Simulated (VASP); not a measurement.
Write the native input for VASP 6.6.1 that does the following.

```yaml
Task: single point
Functional: PBE
Potentials_or_basis: VASP PAW PBE potentials, release 64 (Al, H)
Cutoff: 520 eV
k_mesh: 5 × 5 × 1
Occupations: gaussian, width 0.1 eV
Spin: no spin polarisation
Dipole_correction: yes
Further_INCAR_settings: ALGO = Normal; EDIFF = 1e-06; NBANDS = 32
```

The structure of Al6H lies in POSCAR:

```
Al6H
1.0
    5.7135165837      0.0000000000      0.0000000000
    0.0000000000      5.7135165837      0.0000000000
    0.0000000000      0.0000000000     22.1746954375
Al H
12 2
Direct
    0.2500000000      0.2500000000      0.1803857921
    0.2500000000      0.7500000000      0.1803857921
    0.7500000000      0.2500000000      0.1803857921
    0.7500000000      0.7500000000      0.1803857921
    0.0000000000      0.0000000000      0.2744050924
    0.0000000000      0.5000000000      0.2744050924
    0.5000000000      0.0000000000      0.2744050924
    0.5000000000      0.5000000000      0.2744050924
    0.2500000000      0.2500000000      0.3686497278
    0.2500000000      0.7500000000      0.3686497278
    0.7500000000      0.2500000000      0.3686497278
    0.7500000000      0.7500000000      0.3686497278
    0.0000000000     -0.1618092792      0.4033739928
    0.0000000000      0.1618092792      0.4033739928
```

These files were run (other wordings do the same):

INCAR

```
ALGO = Normal
DIPOL = 0.5 0.5 0.293
EDIFF = 1E-6
ENCUT = 520
GGA = PE
IDIPOL = 3
ISIF = 2
ISMEAR = 0
LASPH = True
LCHARG = False
LDIPOL = True
LREAL = False
LWAVE = False
NBANDS = 32
NELM = 100
PREC = Accurate
SIGMA = 0.1
```

KPOINTS

```
k-points
0
Gamma
  5 5 1
```

Potentials or basis: VASP PAW PBE potentials, release 64 (Al, H).

Launch:

```console
$ cat potpaw_PBE.64/Al/POTCAR potpaw_PBE.64/H/POTCAR > POTCAR
$ mpirun -np 1 vasp_std > vasp.out
```

It gave:

```
Largest force          : 0.892 eV/Å
Band gap on the k mesh : zero (bands 19 and 20 overlap by 0.84 eV)
```

It took 10 min on 1 thread of Intel Xeon 8259CL, with other jobs on the host, peak memory 0.68 GiB.
